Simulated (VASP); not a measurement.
# Tl (Pm-3m) in VASP: further runs, part 2 of 2

VASP 6.6.1. The steps go on from the part before.

## Step 4: Relaxation of cell and atoms, PBE, target pressure 5 GPa, at which the enthalpy is minimised

This run uses another cell than the first one, of 31.55 Å³/atom.

Contents of INCAR:

```
  PREC = Accurate
  ENCUT = 600
  EDIFF = 1E-6
  ISMEAR = -1
  SIGMA = 0.1
  LREAL = False
  LASPH = True
  NELM = 100
  ALGO = Normal
  ISIF = 3
  LWAVE = False
  LCHARG = False
  GGA = PE
  IBRION = 2
  NSW = 80
  EDIFFG = -0.02
  PSTRESS = 50.0
```

Contents of KPOINTS:

```
regular mesh
0
Gamma
  7 7 7
```

Contents of POSCAR:

```
Tl
1.0
    3.1600000000      0.0000000000      0.0000000000
    0.0000000000      3.1600000000      0.0000000000
    0.0000000000      0.0000000000      3.1600000000
Tl
1
Direct
    0.0000000000      0.0000000000      0.0000000000
```

Command:

```console
$ cat potpaw_PBE.64/Tl_d/POTCAR > POTCAR
$ mpirun -np 1 vasp_std > vasp.out
```

Run time: 26 s. Hardware: 1 thread of Intel Xeon 8259CL, shared host; peak memory 0.17 GiB.

Results (log left out):

| Quantity | Value |
| --- | --- |
| Free energy | -2.0324 eV |
| Relaxed volume | 29.46 Å³/atom |
| Relaxed cell | a = 3.088 Å, b = 3.088 Å, c = 3.088 Å, α = 90.00°, β = 90.00°, γ = 90.00° |
| Space group after relaxing (to 0.1 Å) | Pm-3m (No. 221) |
| Energy change on relaxing (the run minimises the enthalpy) | +46.7 meV/atom |
| Ionic steps | 3 |
| Pressure after relaxing | 5.0 GPa |
| Band gap on the k mesh | zero (an odd number of electrons rules out a gap without spin polarisation) |

Step by step:
```csv
step,energy change (eV),largest force (eV/Å),pressure (GPa),volume (Å³)
1,0.0000,0.0000,2.33,31.55
2,0.0547,0.0000,5.41,29.21
3,0.0467,0.0000,4.99,29.46
```

Final structure:
```
Tl
1.0
     3.08848    0.00000    0.00000
     0.00000    3.08848    0.00000
     0.00000    0.00000    3.08848
Tl
1
Cartesian
  0.0000 0.0000 0.0000
```

Levels at points of the mesh, in eV from the Fermi level:
| k point | band 3 | band 4 | band 5 | band 6 | band 7 | band 8 | band 9 | band 10 |
| --- | --- | --- | --- | --- | --- | --- | --- | --- |
| (0.00, 0.00, 0.00) | -11.32 | -11.32 | -11.32 | -10.29 | 7.06 | 7.06 | 7.06 | 10.27 |

Caveat: the cell is relaxed towards a set pressure, so the run minimises the enthalpy, not the energy; spin-orbit coupling is left out, which moves the levels of the heavy elements.

## Step 5: Relaxation of cell and atoms, PBE, target pressure 10 GPa, at which the enthalpy is minimised

This run uses another cell than the first one, of 31.55 Å³/atom.

Contents of INCAR:

```
PREC     = Accurate       # precision mode
ENCUT    = 600            # plane-wave cutoff, eV
EDIFF    = 1E-6           # SCF threshold, eV
ISMEAR   = -1             # smearing method
SIGMA    = 0.1            # smearing width, eV
LREAL    = F              # projectors in reciprocal space
LASPH    = T              # aspherical terms in the spheres
NELM     = 60             # most SCF steps
ALGO     = Normal         # electronic algorithm
ISIF     = 3              # what is computed and relaxed
LWAVE    = F              # write WAVECAR
LCHARG   = F              # write CHGCAR
GGA      = PE             # functional
IBRION   = 2              # ionic algorithm
NSW      = 80             # ionic steps
EDIFFG   = -0.02          # ionic threshold
PSTRESS  = 100.0
```

Contents of KPOINTS:

```
Automatic mesh
0
Gamma
  7 7 7
```

POSCAR is that of step 4.

Command:

```console
$ cat potpaw_PBE.64/Tl_d/POTCAR > POTCAR
$ mpirun -np 1 vasp_std > vasp.out
```

Run time: 31 s. Hardware: 1 thread of Intel Xeon 8259CL, shared host; peak memory 0.16 GiB.

It converged, with:

```yaml
Free_energy: -1.9166 eV
Relaxed_volume: 26.91 Å³/atom
Relaxed_cell: a = 2.997 Å, b = 2.997 Å, c = 2.997 Å, α = 90.00°, β = 90.00°, γ = 90.00°
Space_group_after_relaxing_to_0.1_Å: Pm-3m (No. 221)
Energy_change_on_relaxing_the_run_minimises_the_enthalpy: +162.5 meV/atom
Ionic_steps: 3
Pressure_after_relaxing: 9.9 GPa
Band_gap_on_the_k_mesh: zero (an odd number of electrons rules out a gap without spin polarisation)
```

The path:
```tsv
step	energy change (eV)	largest force (eV/Å)	pressure (GPa)	volume (Å³)
1	0.0000	0.0000	2.33	31.55
2	0.2994	0.0000	15.23	25.14
3	0.1625	0.0000	9.92	26.91
```

Final structure:
```
Tl
1.0
     2.99662    0.00000    0.00000
     0.00000    2.99662    0.00000
     0.00000    0.00000    2.99662
Tl
1
Direct
  0.00000 0.00000 0.00000
```

Levels at points of the mesh, in eV from the Fermi level:
```tsv
k point	band 4	band 5	band 6	band 7	band 8	band 9
(0.00, 0.00, 0.00)	-11.32	-11.32	-10.90	7.49	7.49	7.49
```

Caveat: the cell is relaxed towards a set pressure, so the run minimises the enthalpy, not the energy; spin-orbit coupling is left out, which moves the levels of the heavy elements.

## Step 6: Relaxation of cell and atoms, PBE, target pressure 20 GPa, at which the enthalpy is minimised

This run uses another cell than the first one, of 31.55 Å³/atom.

Contents of INCAR:

```
SYSTEM = Tl
PREC = Accurate
ENCUT = 600
EDIFF = 1E-6
ISMEAR = -1
SIGMA = 0.1
LREAL = .FALSE.
LASPH = .TRUE.
NELM = 100
ALGO = Normal
ISIF = 3
LWAVE = .FALSE.
LCHARG = .FALSE.
GGA = PE
IBRION = 2
NSW = 80
EDIFFG = -0.02
PSTRESS = 200.0
```

Contents of KPOINTS:

```
regular mesh
0
G
  7 7 7
  0 0 0
```

POSCAR is that of step 5.

Potentials or basis: VASP PAW PBE potentials, release 64 (Tl_d).

Command:

```console
$ cat potpaw_PBE.64/Tl_d/POTCAR > POTCAR
$ mpirun -np 1 vasp_std > vasp.out
```

Wall time 48 s (1 thread of Intel Xeon 8259CL, shared host); peak memory 0.17 GiB.

The run converged. Its results:

| Quantity | Value |
| --- | --- |
| Free energy | -1.6520 eV |
| Relaxed volume | 23.97 Å³/atom |
| Relaxed cell | a = 2.883 Å, b = 2.883 Å, c = 2.883 Å, α = 90.00°, β = 90.00°, γ = 90.00° |
| Space group after relaxing (to 0.1 Å) | Pm-3m (No. 221) |
| Energy change on relaxing (the run minimises the enthalpy) | +427.2 meV/atom |
| Ionic steps | 5 |
| Pressure after relaxing | 20.0 GPa |
| Band gap on the k mesh | zero (an odd number of electrons rules out a gap without spin polarisation) |

Step by step:
```
step  energy change (eV)  largest force (eV/Å)  pressure (GPa)  volume (Å³)
   1              0.0000                0.0000            2.33        31.55
   2              1.9685                0.0000           78.89        18.18
   3              0.3796                0.0000           18.22        24.37
   4              0.4105                0.0000           19.39        24.11
   5              0.4272                0.0000           20.01        23.97
```

Final structure:
```
CELL_PARAMETERS angstrom
2.88349 0.00000 0.00000
0.00000 2.88349 0.00000
0.00000 0.00000 2.88349
ATOMIC_POSITIONS crystal
Tl 0.00000 0.00000 0.00000
```

Levels at points of the mesh, in eV from the Fermi level:
```csv
k point,band 3,band 4,band 5,band 6,band 7,band 8,band 9,band 10
"(0.00, 0.00, 0.00)",-11.80,-11.36,-11.36,-11.36,8.01,8.01,8.01,12.11
```

Caveat: the cell is relaxed towards a set pressure, so the run minimises the enthalpy, not the energy; the volume moved by over 15 % at a fixed basis, so the end points are rough; spin-orbit coupling is left out, which moves the levels of the heavy elements.

## Step 7: Summary

| task | cell | cutoff (eV) | gap on the mesh (eV) | pressure (GPa) |
| --- | --- | --- | --- | --- |
| single point | a = 3.253 Å, 1 atom | 520 | none | 0.0 |
| relaxation of cell and atoms | relaxed from a = 3.160 Å, 1 atom | 600 | none | -0.1 |
| relaxation of cell and atoms | relaxed to 5 GPa from a = 3.160 Å, 1 atom | 600 | none | 5.0 |
| relaxation of cell and atoms | relaxed to 10 GPa from a = 3.160 Å, 1 atom | 600 | none | 9.9 |
| relaxation of cell and atoms | relaxed to 20 GPa from a = 3.160 Å, 1 atom | 600 | none | 20.0 |

Alike in all rows: level PBE; potentials or basis VASP PAW PBE potentials, release 64 (Tl_d); no spin polarisation; k mesh 7 × 7 × 7; smearing fermi-dirac 0.1 eV.

Caveats: spin-orbit coupling is left out, which moves the levels of the heavy elements; the cell is relaxed towards a set pressure, so the run minimises the enthalpy, not the energy (at least some runs); the volume moved by over 15 % at a fixed basis, so the end points are rough (at least some runs).

Total energies depend on the potentials used, so only differences within one code and one set of settings carry meaning.
